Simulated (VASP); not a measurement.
Input of a VASP 6.6.1 run:

The input INCAR:

```
  PREC = Accurate
  ENCUT = 600
  EDIFF = 1E-6
  ISMEAR = -1
  SIGMA = 0.15
  LREAL = False
  LASPH = True
  NELM = 100
  ALGO = Fast
  ISIF = 3
  LWAVE = False
  LCHARG = False
  GGA = PE
  IBRION = 2
  NSW = 80
  EDIFFG = -0.001
```

File KPOINTS:

```
Automatic mesh
0
Gamma
  24 24 24
```

The input POSCAR:

```
Li
1.0
   -1.7176386273      1.7176386273      1.7176386273
    1.7176386273     -1.7176386273      1.7176386273
    1.7176386273      1.7176386273     -1.7176386273
Li
1
Direct
    0.0000000000      0.0000000000      0.0000000000
```

Potentials or basis: VASP PAW PBE potentials, release 64 (Li_sv).

Run with:

```console
$ cat potpaw_PBE.64/Li_sv/POTCAR > POTCAR
$ mpirun -np 1 vasp_std > vasp.out
```

(1) Estimate the relaxed volume.

(2) Estimate the band gap on the k mesh.

(3) Estimate the relaxed cell.

(4) Estimate the space group after relaxing (to 0.1 Å).

Answers

(1) 20.14 Å³/atom.

(2) zero (an odd number of electrons rules out a gap without spin polarisation).

(3) a = 2.969 Å, b = 2.969 Å, c = 2.969 Å, α = 109.47°, β = 109.47°, γ = 109.47°.

(4) Im-3m (No. 229).

Caveat: the cutoff is under 1.25 times the usual one of these potentials, so pressure, stress and relaxed cells hold a basis-set (Pulay) error.
